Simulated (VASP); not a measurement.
# Si (I4_1/amd) in VASP: notebook

Runs on Si. Level: r2SCAN. Tasks: single point.

Everything below comes from runs of VASP 6.6.1. Logs are shortened: lines on timing, memory, paths and dates and some standing lists are left out, and cuts for length are marked.

## Step 1: The cell of the first run

Symmetry: I4_1/amd, No. 141, tetragonal system. Conventional cell: a = 4.553 Å, b = 4.553 Å, c = 2.765 Å, α = 90.00°, β = 90.00°, γ = 90.00°. Within 3.1 Å of Si (site symmetry -4m2) lie 10 Si at 2.38 to 3.08 Å.

## Step 2: Single point, r2SCAN (strain -0.040 along x and y, +0.040 along z)

The input, POSCAR:

```
Si
1.0
   -2.2765174123      2.2765174123      1.3824360055
    2.2765174123     -2.2765174123      1.3824360055
    2.2765174123      2.2765174123     -1.3824360055
Si
2
Direct
    0.2500000000      0.7500000000      0.5000000000
    0.5000000000      0.5000000000      0.0000000000
```

The input, INCAR.step1:

```
SYSTEM = Si
PREC = Accurate
ENCUT = 520
ISMEAR = 0
SIGMA = 0.15
LREAL = .FALSE.
LASPH = .TRUE.
NELM = 80
NBANDS = 11
GGA = PE
ALGO = Normal
EDIFF = 1E-4
LWAVE = .TRUE.
LCHARG = .FALSE.
```

The input, INCAR.step2:

```
SYSTEM = Si
PREC = Accurate
ENCUT = 520
EDIFF = 1E-7
ISMEAR = 0
SIGMA = 0.15
LREAL = .FALSE.
LASPH = .TRUE.
NELM = 80
ALGO = Normal
ISIF = 2
LWAVE = .FALSE.
LCHARG = .FALSE.
METAGGA = R2SCAN
LMIXTAU = .TRUE.
NBANDS = 11
ISTART = 1
```

The input, KPOINTS:

```
regular mesh
0
G
  20 20 20
  0 0 0
```

Potentials or basis: VASP PAW PBE potentials, release 64 (Si).

Started as:

```bash
cat potpaw_PBE.64/Si/POTCAR > POTCAR
cp INCAR.step1 INCAR
mpirun -np 1 vasp_std > vasp.out
cp INCAR.step2 INCAR
mpirun -np 1 vasp_std > vasp.out
```

OUTCAR:

```text
SYSTEM = Si
   PREC = Accurate
   ENCUT = 520
   EDIFF = 1E-7
   ISMEAR = 0
   LREAL = .FALSE.
   LASPH = .TRUE.
   NELM = 80
   ISIF = 2
   METAGGA = R2SCAN
   ISTART = 1

 ion  position               nearest neighbor table
   1  0.250  0.750  0.500-   2 2.38   2 2.38   2 2.38   2 2.38   2 3.08   2 3.08   2 3.08   2 3.08

   2  0.500  0.500  0.000-   1 2.38   1 2.38   1 2.38   1 2.38   1 3.08   1 3.08   1 3.08   1 3.08

  LATTYP: Found a body centered tetragonal cell.
 ALAT       =     4.5530348246
 C/A-ratio  =     0.6072591398

  Lattice vectors:

 A1 = (  -2.2765174123,   2.2765174123,   1.3824360055)
 A2 = (   2.2765174123,  -2.2765174123,   1.3824360055)
 A3 = (   2.2765174123,   2.2765174123,  -1.3824360055)

Analysis of symmetry for initial positions (statically):
=====================================================================
 Subroutine PRICEL returns:
 Original cell was already a primitive cell.

 Routine SETGRP: Setting up the symmetry group for a
 body centered tetragonal supercell.

 Subroutine GETGRP returns: Found 16 space group operations
 (whereof  8 operations were pure point group operations)
 out of a pool of 16 trial point group operations.

The static configuration has the point symmetry D_2d.
 The point group associated with its full space group is D_4h.

Analysis of symmetry for dynamics (positions and initial velocities):
=====================================================================
 Subroutine PRICEL returns:
 Original cell was already a primitive cell.

 Routine SETGRP: Setting up the symmetry group for a
 body centered tetragonal supercell.

 Subroutine GETGRP returns: Found 16 space group operations
 (whereof  8 operations were pure point group operations)
 out of a pool of 16 trial point group operations.

The dynamic configuration has the point symmetry D_2d.
 The point group associated with its full space group is D_4h.

 Subroutine INISYM returns: Found 16 space group operations
 (whereof  8 operations are pure point group operations),
 and found     1 'primitive' translations

----------------------------------------------------------------------------------------

                                     Primitive cell

  volume of cell :      28.6581

  direct lattice vectors                    reciprocal lattice vectors
    -2.276517412  2.276517412  1.382436006     0.000000000  0.219633725  0.361680395
     2.276517412 -2.276517412  1.382436006     0.219633725  0.000000000  0.361680395
     2.276517412  2.276517412 -1.382436006     0.219633725  0.219633725  0.000000000

  length of vectors
     3.503739769  3.503739769  3.503739769     0.423144988  0.423144988  0.310608993

  position of ions in fractional coordinates (direct lattice)
     0.250000000  0.750000000  0.500000000
     0.500000000  0.500000000  0.000000000

  ion indices of the primitive-cell ions
   primitive index   ion index
                 1           1
                 2           2

----------------------------------------------------------------------------------------

 KPOINTS: regular mesh

Automatic generation of k-mesh.
 Grid dimensions read from file:
 generate k-points for:   20   20   20

 Generating k-lattice:

  Cartesian coordinates                     Fractional coordinates (reciprocal lattice)
     0.000000000  0.010981686  0.018084020     0.050000000  0.000000000 -0.000000000
     0.010981686  0.000000000  0.018084020     0.000000000  0.050000000 -0.000000000
     0.010981686  0.010981686  0.000000000     0.000000000  0.000000000  0.050000000

  Length of vectors
     0.021157249  0.021157249  0.015530450

  Shift w.r.t. Gamma in fractional coordinates (k-lattice)
     0.000000000  0.000000000  0.000000000

 Subroutine IBZKPT returns following result:
 ===========================================

 Found    641 irreducible k-points:

 Following reciprocal coordinates:
            Coordinates               Weight
  0.000000  0.000000  0.000000      1.000000
  0.050000  0.000000  0.000000      8.000000
  0.100000 -0.000000  0.000000      8.000000
  0.150000  0.000000  0.000000      8.000000
  0.200000 -0.000000  0.000000      8.000000
  0.250000  0.000000  0.000000      8.000000
[... 16 lines left out ...]
 -0.400000  0.050000 -0.000000     16.000000
 -0.350000  0.050000  0.000000     16.000000
 [... further k-points ...]
   k-points           NKPTS =    641   k-points in BZ     NKDIM =    641   number of bands    NBANDS=     11
   number of dos      NEDOS =    301   number of ions     NIONS =      2
   total plane-waves  NPLWV =  21952
   dimension x,y,z NGX =    28 NGY =   28 NGZ =   28
   dimension x,y,z NGXF=    56 NGYF=   56 NGZF=   56
   ions per type =               2
   NGX,Y,Z   is equivalent  to a cutoff of  13.29, 13.29, 13.29 a.u.
   NGXF,Y,Z  is equivalent  to a cutoff of  26.57, 26.57, 26.57 a.u.
 SYSTEM =  Si
   PREC   = accura    normal or accurate (medium, high low for compatibility)
   ISTART =      1    job   : 0-new  1-cont  2-samecut
   ICHARG =      0    charge: 1-file 2-atom 10-const
   ISPIN  =      1    spin polarized calculation?
   LNONCOLLINEAR =      F non collinear calculations
   LSORBIT =      F    spin-orbit coupling
   LASPH  =      T    aspherical Exc in radial PAW
   ENCUT  =  520.0 eV  38.22 Ry    6.18 a.u.   6.51  6.51  6.51*2*pi/ulx,y,z
   NELM   =     80;   NELMIN=  2; NELMDL=  0     # of ELM steps
   EDIFF  = 0.1E-06   stopping-criterion for ELM
   LREAL  =      F    real-space projection
   EDIFFG = 0.1E-05   stopping-criterion for IOM
   NSW    =      0    number of steps for IOM
   IBRION =     -1    ionic relax: 0-MD 1-quasi-New 2-CG
   NFREE  =      0    steps in history (QN), initial steepest desc. (CG)
   ISIF   =      2    stress and relaxation
   ISYM   =      2    0-nonsym 1-usesym 2-fastsym
   POTIM  = 0.5000    time-step for ionic-motion
   TEBEG  =    0.0;   TEEND  =   0.0 temperature during run
   PSTRESS=    0.0 pullay stress
   NELECT =       8.0000    total number of electrons
   NUPDOWN=      -1.0000    fix difference up-down
   EMIN   =  10.00;   EMAX   =-10.00  energy-range for DOS
   EFERMI =   0.00;   METHOD = LEGACY
   ISMEAR =     0;   SIGMA  =   0.15  broadening in eV -4-tet -1-fermi 0-gaus
   EFERMI_NEDOS =   21; number of points for ismear=-14 and -15
   IALGO  =     38    algorithm
   IMIX   =      4    mixing-type and parameters
     AMIX     =   0.40;   BMIX     =  1.00
     AMIX_MAG =   1.60;   BMIX_MAG =  1.00
  volume/ion in A,a.u.               =      14.33        96.70
  Fermi-wavevector in a.u.,A,eV,Ry     =   1.069931  2.021877 15.575306  1.144753
  Thomas-Fermi vector in A             =   2.205626
   LORBIT       =      0    0 simple, 1 ext, 2 COOP (PROOUT), +10 PAW based schemes
   METAGGA = R2SCAN    functional components
   LHFCALC =     F    Hartree Fock is set to
   AEXX    =    0.0000 exact exchange contribution
   IVDW    =     0    specifies the selected vdW correction
   LEPSILON=     F    determine dielectric tensor
   LRPA    =     F    only Hartree local field effects (RPA)
 non-spin polarized calculation
 Gauss-broadening in eV      SIGMA  =   0.15
  energy-cutoff  :      520.00
  volume of cell :       28.66
 maximum number of plane-waves:       787
 NGX is ok and might be reduce to    28
   NGX = 13   NGY = 13   NGZ = 13

 number of electron       7.9999999 magnetization

 Free energy of the ion-electron system (eV)
  ---------------------------------------------------
  ext. energy  EPLUGINS =         0.00000000
  ---------------------------------------------------
  free energy    TOTEN  =       -16.57276136 eV

  energy without entropy =      -16.56687832  energy(sigma->0) =      -16.56981984

 E-fermi :   9.9520     XC(G=0): -11.7612

 val. band max:        9.9491578709   @ k =  -0.2500   0.5000   0.1000
 cond. band min:       9.9530573491   @ k =  -0.3000   0.5000   0.1000
 fundamental gap:      0.0038994782
 Fermi energy:         9.9519509140

 k-point     1 :       0.0000    0.0000    0.0000
  band No.  band energies     occupation
      1      -5.1189      2.00000
      2       7.6854      2.00000
      3       7.6854      2.00000
      4       9.7616      1.92734
      5      11.8979      0.00000
      6      17.1955      0.00000
      7      18.4722      0.00000
      8      20.0258      0.00000
      9      20.0258      0.00000
     10      21.0121      0.00000
     11      21.9808      0.00000

 k-point     2 :       0.0500    0.0000    0.0000
  band No.  band energies     occupation
      1      -5.0509      2.00000
      2       7.5385      2.00000
      3       7.6261      2.00000
      4      10.0123      0.56955
      5      12.0742      0.00000
      6      16.7576      0.00000
      7      17.7057      0.00000
      8      19.5267      0.00000
      9      19.6047      0.00000
     10      21.3582      0.00000
     11      21.7067      0.00000

 k-point     3 :       0.1000   -0.0000    0.0000
  band No.  band energies     occupation
      1      -4.8470      2.00000
      2       7.2385      2.00000
      3       7.4817      2.00000
      4      10.6043      0.00000
      5      12.5616      0.00000
      6      15.6173      0.00000
      7      16.3086      0.00000
      8      18.4227      0.00000
      9      18.8449      0.00000
     10      20.4312      0.00000
     11      22.7575      0.00000
[... 267 lines left out ...]
 k-point    23 :      -0.4000    0.0500   -0.0000
  band No.  band energies     occupation
      1      -1.5419      2.00000
      2       5.2372      2.00000
      3       6.4534      2.00000
      4       7.4696      2.00000
      5      10.5165      0.00000
      6      12.5969      0.00000
      7      15.6160      0.00000
      8      16.4478      0.00000
      9      18.4459      0.00000
     10      19.9240      0.00000
     11      25.0187      0.00000

 k-point    24 :      -0.3500    0.0500    0.0000
  band No.  band energies     occupation
      1      -2.4384      2.00000
      2       5.6773      2.00000
      3       6.9553      2.00000
      4       7.9025      2.00000
      5      11.4110      0.00000
      6      13.4164      0.00000
      7      15.7279      0.00000
      8      16.1467      0.00000
      9      17.9097      0.00000
     10      18.6249      0.00000
     11      24.3693      0.00000

 [... further k-points ...]

------------------------ aborting loop because EDIFF is reached ----------------------------------------

  FORCE on cell =-STRESS in cart. coord.  units (eV):
  Direction    XX          YY          ZZ          XY          YZ          ZX
  --------------------------------------------------------------------------------------
  -------------------------------------------------------------------------------------
  Total        2.5920508      2.5920508      0.5727677      0.0000000      0.0000000      0.0000000
  in kB      144.9129233    144.9129233     32.0215349      0.0000000      0.0000000      0.0000000
  external PRESSURE =     107.2824605 kB  Pullay stress =       0.0000000 kB

 VOLUME and BASIS-vectors are now :
 -----------------------------------------------------------------------------
  energy-cutoff  :      520.00
  volume of cell :       28.66
      direct lattice vectors                 reciprocal lattice vectors
    -2.276517412  2.276517412  1.382436006     0.000000000  0.219633725  0.361680395
     2.276517412 -2.276517412  1.382436006     0.219633725  0.000000000  0.361680395
     2.276517412  2.276517412 -1.382436006     0.219633725  0.219633725  0.000000000

 POSITION                                       TOTAL-FORCE (eV/Angst)
 -----------------------------------------------------------------------------------
      2.27652      0.00000      0.69122        -0.000000      0.000000      0.000000
      0.00000      0.00000      1.38244         0.000000     -0.000000     -0.000000
 -----------------------------------------------------------------------------------
    total drift:                                0.000000      0.000000      0.000000

  FREE ENERGIE OF THE ION-ELECTRON SYSTEM (eV)
  ---------------------------------------------------
  free  energy   TOTEN  =       -16.5727613578 eV

  energy  without entropy=      -16.5668783219  energy(sigma->0) =      -16.56981984
```

Run time: 15 min. Hardware: 1 thread of Intel Xeon 8259CL, shared host; peak memory 0.29 GiB.

What came out:

* Free energy: -16.5728 eV
* Pressure: 10.7 GPa
* Band gap on the k mesh: zero (bands 4 and 5 overlap by 8.08 eV)

Stress tensor (GPa, compression positive):
```
14.49  0.00  0.00
 0.00 14.49  0.00
 0.00  0.00  3.20
```

Caveat: the cell differs from its parent crystal (strain -0.040 along x and y, +0.040 along z); the cell stands under pressure; the PAW data sets were made with another functional, which shifts forces and pressure a little.

## Step 3: Single point, r2SCAN (strain +0.000 along x and y, -0.040 along z)

The input, POSCAR:

```
Si
1.0
   -2.3713723045      2.3713723045      1.2760947743
    2.3713723045     -2.3713723045      1.2760947743
    2.3713723045      2.3713723045     -1.2760947743
Si
2
Direct
    0.2500000000      0.7500000000      0.5000000000
    0.5000000000      0.5000000000      0.0000000000
```

The input, INCAR.step1:

```
SYSTEM = Si
  PREC = Accurate
  ENCUT = 520
  ISMEAR = 0
  SIGMA = 0.15
  LREAL = .FALSE.
  LASPH = .TRUE.
  NELM = 100
  NBANDS = 11
  GGA = PE
  ALGO = Normal
  EDIFF = 1E-4
  LWAVE = .TRUE.
  LCHARG = .FALSE.
```

The input, INCAR.step2:

```
SYSTEM = Si
  PREC = Accurate
  ENCUT = 520
  EDIFF = 1E-6
  ISMEAR = 0
  SIGMA = 0.15
  LREAL = .FALSE.
  LASPH = .TRUE.
  NELM = 100
  ALGO = Normal
  ISIF = 2
  LWAVE = .FALSE.
  LCHARG = .FALSE.
  METAGGA = R2SCAN
  LMIXTAU = .TRUE.
  NBANDS = 11
  ISTART = 1
```

KPOINTS is that of step 2.

Potentials or basis: VASP PAW PBE potentials, release 64 (Si).

Started as:

```bash
cat potpaw_PBE.64/Si/POTCAR > POTCAR
cp INCAR.step1 INCAR
mpirun -np 1 vasp_std > vasp.out
cp INCAR.step2 INCAR
mpirun -np 1 vasp_std > vasp.out
```

Run time: 11 min. Hardware: 1 thread of Intel Xeon 8259CL, shared host; peak memory 0.28 GiB.

Results (log left out):

| Property | Result |
| --- | --- |
| Free energy | -16.6430 eV |
| Pressure | 7.3 GPa |
| Band gap on the k mesh | zero (bands 4 and 5 overlap by 7.00 eV) |

Stress tensor (GPa, compression positive):
```
6.40 0.00 0.00
0.00 6.40 0.00
0.00 0.00 9.19
```

Levels at points of the mesh, in eV from the Fermi level:
```tsv
k point	band 2	band 3	band 4	band 5	band 6	band 7
(0.00, 0.00, 0.00)	-3.02	-3.02	-2.18	1.53	8.18	9.72
(0.50, 0.00, 0.00)	-7.39	-2.50	-1.79	-1.37	1.14	5.07
(0.50, 0.50, 0.00)	-11.72	0.06	0.06	2.64	2.64	10.07
(0.50, 0.50, 0.50)	-9.12	-7.59	-7.59	7.01	7.01	14.33
```

Caveat: the cell differs from its parent crystal (strain +0.000 along x and y, -0.040 along z); the cell stands under pressure; the PAW data sets were made with another functional, which shifts forces and pressure a little.

## Step 4: Single point, r2SCAN (strain -0.040 along x and y, +0.080 along z)

The input, POSCAR:

```
Si
1.0
   -2.2765174123      2.2765174123      1.4356066211
    2.2765174123     -2.2765174123      1.4356066211
    2.2765174123      2.2765174123     -1.4356066211
Si
2
Direct
    0.2500000000      0.7500000000      0.5000000000
    0.5000000000      0.5000000000      0.0000000000
```

The input, INCAR.step1:

```
ALGO     = Normal         # electronic algorithm
EDIFF    = 1E-4           # SCF threshold, eV
ENCUT    = 520            # plane-wave cutoff, eV
GGA      = PE             # functional
ISMEAR   = 0              # smearing method
LASPH    = True           # aspherical terms in the spheres
LCHARG   = False          # write CHGCAR
LREAL    = False          # projectors in reciprocal space
LWAVE    = True           # write WAVECAR
NBANDS   = 11             # bands
NELM     = 60             # most SCF steps
PREC     = Accurate       # precision mode
SIGMA    = 0.15           # smearing width, eV
```

The input, INCAR.step2:

```
ALGO     = Normal         # electronic algorithm
EDIFF    = 1E-6           # SCF threshold, eV
ENCUT    = 520            # plane-wave cutoff, eV
ISIF     = 2              # what is computed and relaxed
ISMEAR   = 0              # smearing method
ISTART   = 1            
LASPH    = True           # aspherical terms in the spheres
LCHARG   = False          # write CHGCAR
LMIXTAU  = True         
LREAL    = False          # projectors in reciprocal space
LWAVE    = False          # write WAVECAR
METAGGA  = R2SCAN         # meta-GGA
NBANDS   = 11             # bands
NELM     = 60             # most SCF steps
PREC     = Accurate       # precision mode
SIGMA    = 0.15           # smearing width, eV
```

The input, KPOINTS:

```
k-points
0
Gamma
  20 20 20
```

Started as:

```bash
cat potpaw_PBE.64/Si/POTCAR > POTCAR
cp INCAR.step1 INCAR
mpirun -np 1 vasp_std > vasp.out
cp INCAR.step2 INCAR
mpirun -np 1 vasp_std > vasp.out
```

It took 13 min on 1 thread of Intel Xeon 8259CL, shared host; peak memory 0.29 GiB.

The run converged. Its results:

- Free energy: -16.5798 eV
- Pressure: 7.2 GPa
- Band gap on the k mesh: zero (bands 4 and 5 overlap by 8.02 eV)

Stress tensor (GPa, compression positive):
```
11.16  0.00  0.00
 0.00 11.16  0.00
 0.00  0.00 -0.77
```

Levels at points of the mesh, in eV from the Fermi level:
```csv
k point,band 2,band 3,band 4,band 5,band 6,band 7
"(0.00, 0.00, 0.00)",-1.98,-1.98,0.24,2.27,6.52,7.52
"(0.50, 0.00, 0.00)",-7.72,-2.58,-1.85,-1.36,1.11,5.41
"(0.50, 0.50, 0.00)",-11.07,0.99,0.99,4.55,4.55,6.63
"(0.50, 0.50, 0.50)",-7.95,-7.06,-7.06,3.28,3.28,14.59
```

Caveat: the cell differs from its parent crystal (strain -0.040 along x and y, +0.080 along z); the cell stands under pressure; the PAW data sets were made with another functional, which shifts forces and pressure a little.

## Step 5: Summary

| cell | gap on the mesh (eV) | pressure (GPa) |
| --- | --- | --- |
| a = 3.504 Å, angles 99.0, 99.0, 133.5°, 2 atoms | none | 10.7 |
| a = 3.588 Å, angles 97.3, 97.3, 138.3°, 2 atoms | none | 7.3 |
| a = 3.525 Å, angles 99.5, 99.5, 131.9°, 2 atoms | none | 7.2 |

Alike in all rows: task single point; level r2SCAN; potentials or basis VASP PAW PBE potentials, release 64 (Si); no spin polarisation; k mesh 20 × 20 × 20; cutoff (eV) 520; smearing gaussian 0.15 eV.

Caveats: the cell stands under pressure; the PAW data sets were made with another functional, which shifts forces and pressure a little.

Absolute energies hang on the potentials; compare differences alone.
